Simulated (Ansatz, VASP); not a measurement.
One calculation of CaO, two programs

File INCAR:

```
SYSTEM = CaO
ALGO = Normal
EDIFF = 1E-6
ENCUT = 600
GGA = PE
GGA_COMPAT = .FALSE.
ISIF = 2
ISMEAR = 0
LASPH = .TRUE.
LCHARG = .FALSE.
LREAL = .FALSE.
LWAVE = .FALSE.
NBANDS = 15
NELM = 120
PREC = Accurate
SIGMA = 0.01
```

The input KPOINTS:

```
k-points
0
G
  8 8 8
  0 0 0
```

File POSCAR:

```
CaO
1.0
    0.0000000000      2.4153551510      2.4153551510
    2.4153551510      0.0000000000      2.4153551510
    2.4153551510      2.4153551510      0.0000000000
Ca O
1 1
Direct
    0.0000000000      0.0000000000      0.0000000000
    0.5000000000      0.5000000000      0.5000000000
```

Input for Ansatz:

```yaml
crystal:
  lattice:
    - [0.0, 2.415355151, 2.415355151]
    - [2.415355151, 0.0, 2.415355151]
    - [2.415355151, 2.415355151, 0.0]
  atoms:
    - { symbol: Ca, position: [0.0, 0.0, 0.0] }
    - { symbol: O, position: [0.5, 0.5, 0.5] }
basis:
  ecutwfc: 420
kpoints:
  mp_grid: { grid: [8, 8, 8] }
  band_path:
    path:
      - [0.0, 0.0, 0.0]
      - [0.0, 0.0, 0.0]
      - [0.0, 0.0, 0.0]
      - [0.0, 0.0, 0.0]
      - [0.0, 0.0, 0.0]
      - [0.0, 0.0, 0.0]
      - [0.0, 0.0, 0.0]
      - [0.0, 0.0, 0.0]
      - [0.0, 0.0, 0.0]
      - [0.0, 0.0, 0.0]
      - [0.0, 0.0, 0.0]
      - [0.0, 0.0, 0.0]
      - [0.0, 0.0, 0.0]
      - [0.0, 0.0, 0.0]
      - [0.0, 0.0, 0.0]
      - [0.0, 0.0, 0.0]
      - [0.0, 0.0, 0.0]
      - [0.0, 0.0, 0.0]
      - [0.0, 0.0, 0.0]
      - [0.0, 0.0, 0.0]
      - [0.0, 0.0, 0.0]
      - [0.0, 0.0, 0.0]
      - [0.0, 0.0, 0.0]
      - [0.0, 0.0, 0.0]
      - [0.0, 0.0, 0.0]
      - [0.0, 0.0, 0.0]
      - [0.3, 0.3, 0.0]
      - [0.3166666667, 0.3166666667, 0.0]
      - [0.3333333333, 0.3333333333, 0.0]
      - [0.35, 0.35, 0.0]
      - [0.3666666667, 0.3666666667, 0.0]
      - [0.3833333333, 0.3833333333, 0.0]
      - [0.4, 0.4, 0.0]
      - [0.4166666667, 0.4166666667, 0.0]
      - [0.4333333333, 0.4333333333, 0.0]
      - [0.45, 0.45, 0.0]
      - [0.4666666667, 0.4666666667, 0.0]
      - [0.4833333333, 0.4833333333, 0.0]
      - [0.5, 0.5, 0.0]
      - [0.5, 0.5, 0.5]
      - [0.5, 0.5, 0.5]
      - [0.5, 0.5, 0.5]
      - [0.5, 0.5, 0.5]
      - [0.5, 0.5, 0.5]
      - [0.5, 0.5, 0.5]
      - [0.5, 0.5, 0.5]
      - [0.5, 0.5, 0.5]
      - [0.5, 0.5, 0.5]
      - [0.5, 0.5, 0.5]
      - [0.5, 0.5, 0.5]
      - [0.5, 0.5, 0.5]
      - [0.5, 0.5, 0.5]
      - [0.5, 0.5, 0.5]
      - [0.5, 0.5, 0.5]
      - [0.5, 0.5, 0.5]
      - [0.5, 0.5, 0.5]
      - [0.5, 0.5, 0.5]
      - [0.5, 0.5, 0.5]
      - [0.5, 0.5, 0.5]
      - [0.5, 0.5, 0.5]
      - [0.5, 0.5, 0.5]
      - [0.5, 0.5, 0.5]
      - [0.5, 0.5, 0.5]
      - [0.5, 0.5, 0.5]
      - [0.5, 0.5, 0.5]
    npoints: 1
hamiltonian:
  xc: pbe
  pseudopotentials: { kind: paw, azcp: { folder: soft_1 } }
scf:
  occupations: { method: fixed }
  n_extra_bands: 5
output:
  eigenvalues: true
```

Alike in both runs: task single point; functional PBE; k mesh 8 × 8 × 8; no spin polarisation.

```csv
,VASP,Ansatz
version,VASP 6.6.1,Ansatz 0.2.0
potentials or method,"VASP PAW PBE potentials, release 64 (Ca_sv, O), cutoff 600 eV","scalar-relativistic, plane waves, PAW"
occupations,"gaussian, width 0.01 eV",fixed
valence electrons in the cell,16,16
```

Ansatz gave:

- gap on the k mesh at the Fermi level (eV): 3.66
- least direct gap on the mesh (eV): 4.03

Task: What did VASP give for the same quantities?

Result: gap on the k mesh at the Fermi level (eV): 3.64; least direct gap on the mesh (eV): 4.02.
